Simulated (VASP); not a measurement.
Si, 1 atom in the cell. Symmetry: Fm-3m, No. 225, cubic system. Conventional cell: a = 3.947 Å, b = 3.947 Å, c = 3.947 Å, α = 90.00°, β = 90.00°, γ = 90.00°. Within 3.7 Å of Si (site symmetry m-3m) lie 12 Si at 2.79 Å.  This cell differs from its parent crystal: volume scaled by 1.12.

| Property | Result |
| --- | --- |
| Program | VASP 6.6.1 |
| Task | single point |
| Functional | r2SCAN |
| Potentials or basis | VASP PAW PBE potentials, release 64 (Si) |
| Cutoff | 520 eV |
| k mesh | 16 × 16 × 16 |
| Occupations | fermi-dirac, width 0.1 eV |
| Spin | no spin polarisation |
| Dipole correction | no |
| Further INCAR settings | ALGO = Normal; EDIFF = 1e-07; NBANDS = 8 |

Potentials or basis: VASP PAW PBE potentials, release 64 (Si).

Launch:

```sh
$ cat potpaw_PBE.64/Si/POTCAR > POTCAR
$ cp INCAR.step1 INCAR
$ mpirun -np 1 vasp_std > vasp.out
$ cp INCAR.step2 INCAR
$ mpirun -np 1 vasp_std > vasp.out
```

Hardware: 1 thread of Intel(R) Xeon(R) 6975P-C (Granite Rapids), on a shared host.

Problem. How long does it take, and how much memory?

Solution. It took 25 s on 1 thread of Intel(R) Xeon(R) 6975P-C (Granite Rapids) (shared host), peak memory 0.14 GiB. Counts: k points 145.
